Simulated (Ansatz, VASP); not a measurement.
## InSb: VASP beside Ansatz

INCAR

```
ALGO = Normal
EDIFF = 1E-6
ENCUT = 520
GGA = PS
ISIF = 2
ISMEAR = 0
LASPH = T
LCHARG = T
LELF = T
LREAL = F
LVHAR = T
LWAVE = F
NBANDS = 16
NELM = 60
PREC = Accurate
SIGMA = 0.15
```

The input KPOINTS:

```
k-points
0
Gamma
  14 14 14
```

File POSCAR:

```
InSb
1.0
    0.0000000000      3.2271886500      3.0735130000
    3.2271886500      0.0000000000      3.0735130000
    3.2271886500      3.2271886500      0.0000000000
In Sb
1 1
Direct
    0.0000000000      0.0000000000      0.0000000000
    0.5000000000      0.5000000000      0.5000000000
```

Input for Ansatz:

```yaml
crystal:
  lattice:
    - [0.0, 3.22718865, 3.073513]
    - [3.22718865, 0.0, 3.073513]
    - [3.22718865, 3.22718865, 0.0]
  atoms:
    - { symbol: In, position: [0.0, 0.0, 0.0] }
    - { symbol: Sb, position: [0.5, 0.5, 0.5] }
basis:
  ecutwfc: 420
kpoints:
  mp_grid: { grid: [14, 14, 14] }
hamiltonian:
  xc: pbesol
scf:
  occupations: { method: gaussian, width: 0.15 }
output:
  forces: true
  stress: true
  eigenvalues: true
```

Change from the starting cell: strain +0.050 along x and y, +0.000 along z, atoms carried along.

Alike in both runs: task single point; functional PBEsol; k mesh 14 × 14 × 14; occupations gaussian, width 0.15 eV; no spin polarisation.

|  | VASP | Ansatz |
| --- | --- | --- |
| version | VASP 6.6.1 | Ansatz 0.2.0 |
| potentials or method | VASP PAW PBE potentials, release 64 (In_d, Sb), cutoff 520 eV | scalar-relativistic, plane waves, PAW |
| valence electrons in the cell | 18 | 28 |

Ansatz gave:

```
gap on the k mesh at the Fermi level (eV)                     : none
pressure (GPa)                                                : -5.7
traceless stress, the component that is largest in VASP (GPa) : 1.50
```

Problem. What did VASP give for the same quantities?

Solution. gap on the k mesh at the Fermi level (eV): none; pressure (GPa): -5.7; traceless stress, the component that is largest in VASP (GPa): 1.51.

VASP's potentials were made for PBE, not for PBEsol. A gap of «none» marks a metal or a gap that the smearing closes. VASP's potentials hold 18 valence electrons a cell and Ansatz's 28, so a difference there can come from the potentials and not from the codes.

Neither program's run includes spin-orbit coupling.
